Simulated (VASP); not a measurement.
# Al2Cu (P4/mmm) in VASP: a series of runs, part 2 of 2

VASP 6.6.1. Earlier steps stand in the parts before.

## Step 5: Relaxation of cell and atoms, LDA

This run uses another cell than the first one, of 16.24 Å³/atom, 0.970 times its volume.

INCAR reads:

```
SYSTEM = Al2Cu
PREC = Accurate
ENCUT = 600
EDIFF = 1E-7
ISMEAR = -1
SIGMA = 0.05
LREAL = .False.
LASPH = .True.
NELM = 100
ALGO = Normal
ISIF = 3
LWAVE = .False.
LCHARG = .False.
IBRION = 2
NSW = 60
EDIFFG = -0.01
```

KPOINTS reads:

```
Automatic mesh
0
Gamma
  7 7 9
  0 0 0
```

POSCAR reads:

```
Al2Cu
1.0
    4.1051820000      0.0000000000      0.0000000000
    0.0000000000      4.1051820000      0.0000000000
    0.0000000000      0.0000000000      2.8913130000
Cu Al
1 2
Direct
    0.0000000000      0.0000000000      0.0000000000
    0.0000000000      0.5000000000      0.5000000000
    0.5000000000      0.0000000000      0.5000000000
```

Potentials or basis: VASP PAW LDA potentials, release 64 (Cu, Al).

On the command line:

```bash
> cat potpaw_LDA.64/Cu/POTCAR potpaw_LDA.64/Al/POTCAR > POTCAR
> mpirun -np 1 vasp_std > vasp.out
```

OUTCAR:

```text
SYSTEM = Al2Cu
   PREC = Accurate
   ENCUT = 600
   EDIFF = 1E-7
   ISMEAR = -1
   LREAL = .False.
   LASPH = .True.
   NELM = 100
   ISIF = 3
   IBRION = 2
   NSW = 60
   EDIFFG = -0.01

 ion  position               nearest neighbor table
   1  0.000  0.000  0.000-   2 2.51   3 2.51   2 2.51   3 2.51   2 2.51   2 2.51   3 2.51   3 2.51

   2  0.000  0.500  0.500-   1 2.51   1 2.51   1 2.51   1 2.51   3 2.90   3 2.90   3 2.90   3 2.90

   3  0.500  0.000  0.500-   1 2.51   1 2.51   1 2.51   1 2.51   2 2.90   2 2.90   2 2.90   2 2.90

  LATTYP: Found a simple tetragonal cell.
 ALAT       =     4.1051820000
 C/A-ratio  =     0.7043081159

  Lattice vectors:

 A1 = (   4.1051820000,   0.0000000000,   0.0000000000)
 A2 = (   0.0000000000,   4.1051820000,   0.0000000000)
 A3 = (   0.0000000000,   0.0000000000,   2.8913130000)

Analysis of symmetry for initial positions (statically):
=====================================================================
 Subroutine PRICEL returns:
 Original cell was already a primitive cell.

 Routine SETGRP: Setting up the symmetry group for a
 simple tetragonal supercell.

 Subroutine GETGRP returns: Found 16 space group operations
 (whereof 16 operations were pure point group operations)
 out of a pool of 16 trial point group operations.

The static configuration has the point symmetry D_4h.

Analysis of symmetry for dynamics (positions and initial velocities):
=====================================================================
 Subroutine PRICEL returns:
 Original cell was already a primitive cell.

 Routine SETGRP: Setting up the symmetry group for a
 simple tetragonal supercell.

 Subroutine GETGRP returns: Found 16 space group operations
 (whereof 16 operations were pure point group operations)
 out of a pool of 16 trial point group operations.

The dynamic configuration has the point symmetry D_4h.

 Subroutine INISYM returns: Found 16 space group operations
[... 131 lines left out ...]
 non-spin polarized calculation
  energy-cutoff  :      600.00
  volume of cell :       48.73
 maximum number of plane-waves:      1652
 NGX is ok and might be reduce to    36
   NGX = 17   NGY = 17   NGZ = 11

--------------------------------------- Ionic step        1  -------------------------------------------

 number of electron      16.9999992 magnetization

 Free energy of the ion-electron system (eV)
  ---------------------------------------------------
  ext. energy  EPLUGINS =         0.00000000
  ---------------------------------------------------
  free energy    TOTEN  =       -13.18469614 eV

  energy without entropy =      -13.17244346  energy(sigma->0) =      -13.17856980

------------------------ aborting loop because EDIFF is reached ----------------------------------------

  FORCE on cell =-STRESS in cart. coord.  units (eV):
  Direction    XX          YY          ZZ          XY          YZ          ZX
  --------------------------------------------------------------------------------------
  -------------------------------------------------------------------------------------
  Total       -1.3474588     -1.3474588     -1.7375694      0.0000000     -0.0000000      0.0000000
  in kB      -44.3063681    -44.3063681    -57.1337599      0.0000000     -0.0000000      0.0000000
  external PRESSURE =     -48.5821654 kB  Pullay stress =       0.0000000 kB
[... 135 lines left out ...]
--------------------------------------- Ionic step        5  -------------------------------------------

 number of electron      16.9999995 magnetization

 Free energy of the ion-electron system (eV)
  ---------------------------------------------------
  ext. energy  EPLUGINS =         0.00000000
  ---------------------------------------------------
  free energy    TOTEN  =       -13.22480549 eV

  energy without entropy =      -13.21262782  energy(sigma->0) =      -13.21871666

 E-fermi :   7.4932     XC(G=0): -10.8007

 val. band max:        7.4632175160   @ k =   0.1429   0.1429   0.4444
 cond. band min:       7.5002610687   @ k =   0.2857   0.2857   0.2222
 fundamental gap:      0.0370435527
 Fermi energy:         7.4932116690

 k-point     1 :       0.0000    0.0000    0.0000
  band No.  band energies     occupation
      1      -3.3731      2.00000
      2       1.7682      2.00000
      3       2.2646      2.00000
      4       2.9734      2.00000
      5       3.1920      2.00000
      6       3.1920      2.00000
      7       4.9743      2.00000
      8       4.9743      2.00000
      9       7.4252      1.59141
     10       8.3234      0.00000
     11      13.7287      0.00000
     12      13.7287      0.00000
[... 331 lines left out ...]
 k-point    24 :       0.4286    0.0000    0.2222
  band No.  band energies     occupation
      1      -1.0546      2.00000
      2       0.5186      2.00000
      3       2.4719      2.00000
      4       2.6827      2.00000
      5       2.9005      2.00000
      6       2.9227      2.00000
      7       3.2497      2.00000
      8       7.5366      0.59135
      9       9.2122      0.00000
     10       9.3425      0.00000
     11       9.8406      0.00000
     12      10.9010      0.00000

 [... further k-points ...]
[... 5 lines left out ...]
  --------------------------------------------------------------------------------------
  -------------------------------------------------------------------------------------
  Total       -0.0050999     -0.0050999      0.0082282      0.0000000      0.0000000      0.0000000
  in kB       -0.1766212     -0.1766212      0.2849643      0.0000000      0.0000000      0.0000000
  external PRESSURE =      -0.0227593 kB  Pullay stress =       0.0000000 kB
[... 18 lines left out ...]
  FREE ENERGIE OF THE ION-ELECTRON SYSTEM (eV)
  ---------------------------------------------------
  free  energy   TOTEN  =       -13.2248054928 eV

  energy  without entropy=      -13.2126278207  energy(sigma->0) =      -13.21871666

 reached required accuracy - stopping structural energy minimisation
```

OSZICAR:

```text
N       E                     dE             d eps       ncg     rms          rms(c)
DAV:   1     0.734293435771E+02    0.73429E+02   -0.77553E+03  1200   0.167E+03
DAV:   2    -0.117860186913E+02   -0.85215E+02   -0.80294E+02  1208   0.268E+02
DAV:   3    -0.151821020434E+02   -0.33961E+01   -0.32343E+01  1568   0.682E+01
[... 47 lines left out ...]
DAV:   2    -0.132249755369E+02    0.27413E-03   -0.91571E-04  1644   0.113E+00    0.903E-02
DAV:   3    -0.132248756556E+02    0.99881E-04   -0.54891E-04  1484   0.943E-01    0.603E-02
DAV:   4    -0.132248059212E+02    0.69734E-04   -0.14670E-04  1844   0.431E-01    0.603E-03
DAV:   5    -0.132248055231E+02    0.39810E-06   -0.72941E-06  1592   0.331E-02    0.254E-03
DAV:   6    -0.132248054928E+02    0.30317E-07   -0.26066E-07  1172   0.164E-02
   5 F= -.13224805E+02 E0= -.13218717E+02  d E =-.313554E-03
```

Run time: 1.7 min. Hardware: 1 thread of Intel Xeon Platinum 8375C at 2.90GHz (Ice Lake), shared host; peak memory 0.18 GiB.

Results:

| Item | Value |
| --- | --- |
| Free energy | -13.2248 eV |
| Relaxed volume | 15.42 Å³/atom |
| Relaxed cell | a = 4.049 Å, b = 4.049 Å, c = 2.822 Å, α = 90.00°, β = 90.00°, γ = 90.00° |
| Space group after relaxing (to 0.05 Å) | P4/mmm (No. 123) |
| Energy gained by relaxing | 13.4 meV/atom |
| Ionic steps | 5 |
| Pressure after relaxing | 0.0 GPa |

Step by step:
```
step  energy change (eV)  largest force (eV/Å)  pressure (GPa)  volume (Å³)
   1              0.0000                0.0000           -4.86        48.73
   2             -0.0339                0.0000            2.17        45.33
   3             -0.0398                0.0000            0.04        46.24
   4             -0.0400                0.0000            0.01        46.25
   5             -0.0401                0.0000            0.00        46.26
```

Final structure:
```
Cu Al
1.0
     4.04854    0.00000    0.00000
     0.00000    4.04854    0.00000
     0.00000    0.00000    2.82247
Cu Al
1 2
Direct
  0.00000 0.00000 0.00000
  0.00000 0.50000 0.50000
  0.50000 0.00000 0.50000
```

## Step 6: Relaxation of cell and atoms, PBE

This run uses another cell than the first one, of 16.24 Å³/atom, 0.970 times its volume.

INCAR reads:

```
SYSTEM = Al2Cu
ALGO     = Normal         ! electronic algorithm
EDIFF    = 1E-6           ! SCF threshold, eV
EDIFFG   = -0.01          ! ionic threshold
ENCUT    = 600            ! plane-wave cutoff, eV
GGA      = PE             ! functional
IBRION   = 2              ! ionic algorithm
ISIF     = 3              ! what is computed and relaxed
ISMEAR   = -1             ! smearing method
LASPH    = .TRUE.         ! aspherical terms in the spheres
LCHARG   = .FALSE.        ! write CHGCAR
LREAL    = .FALSE.        ! projectors in reciprocal space
LWAVE    = .FALSE.        ! write WAVECAR
NELM     = 60             ! most SCF steps
NSW      = 60             ! ionic steps
PREC     = Accurate       ! precision mode
SIGMA    = 0.05           ! smearing width, eV
```

KPOINTS reads:

```
k-points
0
G
  7 7 9
  0 0 0
```

POSCAR is that of step 5.

Potentials or basis: VASP PAW PBE potentials, release 64 (Cu, Al).

On the command line:

```bash
> cat potpaw_PBE.64/Cu/POTCAR potpaw_PBE.64/Al/POTCAR > POTCAR
> mpirun -np 1 vasp_std > vasp.out
```

Wall time 90 s (1 thread of Intel Xeon Platinum 8375C at 2.90GHz (Ice Lake), shared host); peak memory 0.2 GiB.

The run converged. Its results:

```
Free energy                            : -11.2928 eV
Relaxed volume                         : 16.38 Å³/atom
Relaxed cell                           : a = 4.129 Å, b = 4.129 Å, c = 2.882 Å, α = 90.00°, β = 90.00°, γ = 90.00°
Space group after relaxing (to 0.05 Å) : P4/mmm (No. 123)
Energy gained by relaxing              : 0.6 meV/atom
Ionic steps                            : 6
Pressure after relaxing                : 0.1 GPa
```

Step by step:
```
step  energy change (eV)  largest force (eV/Å)  pressure (GPa)  volume (Å³)
   1              0.0000                0.0000            0.66        48.73
   2             -0.0015                0.0000           -0.10        49.20
   3             -0.0015                0.0000           -0.16        49.22
   4             -0.0015                0.0000           -0.20        49.21
   5             -0.0017                0.0000           -0.07        49.16
   6             -0.0017                0.0000            0.06        49.14
```

Final structure:
```xyz
3
Lattice="4.1293 0.0000 0.0000 0.0000 4.1293 0.0000 0.0000 0.0000 2.8821" Properties=species:S:1:pos:R:3 pbc="T T T"
Cu    0.0000    0.0000    0.0000
Al    0.0000    2.0646    1.4410
Al    2.0646    0.0000    1.4410
```

Levels at points of the mesh, in eV from the Fermi level:
```tsv
k point	band 4	band 5	band 6	band 7	band 8	band 9	band 10	band 11	band 12
(0.00, 0.00, 0.00)	-4.21	-4.00	-4.00	-2.39	-2.39	-0.21	0.88	6.02	6.12
```

## Step 7: The runs side by side

| task | level | potentials or basis | cell | cutoff (eV) | gap on the mesh (eV) | pressure (GPa) | relaxed volume (Å³/atom) |
| --- | --- | --- | --- | --- | --- | --- | --- |
| single point | RPBE | VASP PAW PBE potentials, release 64 (Cu, Al) | a = 4.158, b = 4.158, c = 2.905 Å, 3 atoms | 520 | none | 0.1 | - |
| single point | BLYP | VASP PAW PBE potentials, release 64 (Cu, Al) | a = 4.162, b = 4.162, c = 2.961 Å, 3 atoms | 520 | none | 0.2 | - |
| single point | r2SCAN | VASP PAW PBE potentials, release 64 (Cu, Al) | a = 4.087, b = 4.087, c = 2.853 Å, 3 atoms | 520 | none | -0.2 | - |
| relaxation of cell and atoms | LDA | VASP PAW LDA potentials, release 64 (Cu, Al) | relaxed from a = 4.105, b = 4.105, c = 2.891 Å, 3 atoms | 600 | none | 0.0 | 15.42 |
| relaxation of cell and atoms | PBE | VASP PAW PBE potentials, release 64 (Cu, Al) | relaxed from a = 4.105, b = 4.105, c = 2.891 Å, 3 atoms | 600 | none | 0.1 | 16.38 |

Alike in all rows: no spin polarisation; k mesh 7 × 7 × 9; smearing fermi-dirac 0.05 eV.

Caveats: the PAW data sets were made with another functional, which shifts forces and pressure a little (some runs).

Total energies depend on the potentials used, so only differences within one code and one set of settings carry meaning.
